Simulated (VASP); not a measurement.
The system is Bi2Se3.

```
Bi Se
1.0
     2.11213    1.21944    9.73254
    -2.11213    1.21944    9.73254
     0.00000   -2.43888    9.73254
Bi Se
2 3
Direct
  0.59920 0.59920 0.59920
  0.40080 0.40080 0.40080
  0.78830 0.78830 0.78830
  0.21170 0.21170 0.21170
  0.00000 0.00000 0.00000
```

Base run:

* Program: VASP 6.6.1
* Functional: BLYP
* Potentials or basis: VASP PAW PBE potentials, release 64 (Bi_d, Se)
* Cutoff: 520 eV
* k mesh: 8 × 8 × 8
* Occupations: fermi-dirac, width 0.05 eV
* Spin: no spin polarisation

Its results: band gap on the k mesh 0.29 eV; pressure 2.6 GPa; largest force 0.084 eV/Å.

Question: The run is repeated on the same cell with these changes: functional from BLYP to RPBE; further incar settings from ALGO = Normal; EDIFF = 1e-07; NBANDS = 32 to ALGO = Normal; EDIFF = 1e-06; NBANDS = 32. What comes out?

Answer: Band gap on the k mesh 0.33 eV; pressure 0.6 GPa; largest force 0.261 eV/Å.

Caveats: the PAW data sets were made with another functional, which shifts forces and pressure a little; spin-orbit coupling is left out, which moves the levels of the heavy elements.

A k mesh can miss the band edges.
